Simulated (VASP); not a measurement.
Wanted: the native input for a VASP 6.6.1 run.

```
Task                   : single point
Functional             : PBE
Potentials or basis    : VASP PAW PBE potentials, release 64 (Mg, Si, N)
Cutoff                 : 520 eV
k mesh                 : 6 × 6 × 4
Occupations            : gaussian, width 0.1 eV
Spin                   : collinear spin, ferromagnetic start
Starting moments       : [0.0, 0.0, 0.0, 0.0, 1.0, 1.0] μB
Dipole correction      : no
Further INCAR settings : ALGO = Normal; EDIFF = 1e-07; NBANDS = 25
```

The structure of MgSi3N2 lies in POSCAR:

```
MgSi3N2
1.0
    5.1973212218      0.0000000000      0.0000000000
   -2.5986606109      4.5010122097      0.0000000000
    0.0000000000      0.0000000000      4.2563396057
Mg Si N
1 3 2
Direct
    0.0000000000      0.0000000000      0.6951135259
    0.5000000000      0.5000000000      0.3952523979
    0.5000000000      0.0000000000      0.3952523979
    0.0000000000      0.5000000000      0.3952523979
    0.6666666667      0.3333333333      0.1563831152
    0.3333333333      0.6666666667      0.1563831152
```

The cell was generated, and may not be a known phase.

The input as run:

INCAR

```
SYSTEM = MgSi3N2
PREC = Accurate ; ENCUT = 520
EDIFF = 1E-7 ; ISMEAR = 0
SIGMA = 0.1 ; LREAL = .FALSE.
LASPH = .TRUE. ; NELM = 150
ALGO = Normal ; ISIF = 2
LWAVE = .FALSE. ; LCHARG = .FALSE.
ISPIN = 2 ; MAGMOM = 0 0 0 0 1 1
LORBIT = 11 ; GGA = PE
NBANDS = 25
```

KPOINTS

```
regular mesh
0
G
  6 6 4
  0 0 0
```

Potentials or basis: VASP PAW PBE potentials, release 64 (Mg, Si, N).

Command:

```sh
$ cat potpaw_PBE.64/Mg/POTCAR potpaw_PBE.64/Si/POTCAR potpaw_PBE.64/N/POTCAR > POTCAR
$ mpirun -np 1 vasp_std > vasp.out
```

Results of the run:

The pressure is -0.1 GPa, the largest force is 0.012 eV/Å and the band gap on the k mesh is zero (filled and empty bands overlap). The net moment is 0.00 μB per cell and the valence electrons inside the program's atomic spheres are Mg 0.31; Si 1.59; N 3.78.

Caveat: the k points lie up to 0.37 Å⁻¹ apart, too coarse for converged energies and pressures of a metal.

Run time: 2.1 min on 1 thread of Intel(R) Xeon(R) Platinum 8259CL CPU @ 2.50GHz (Skylake/Cascade Lake) (shared host), peak memory 0.3 GiB.
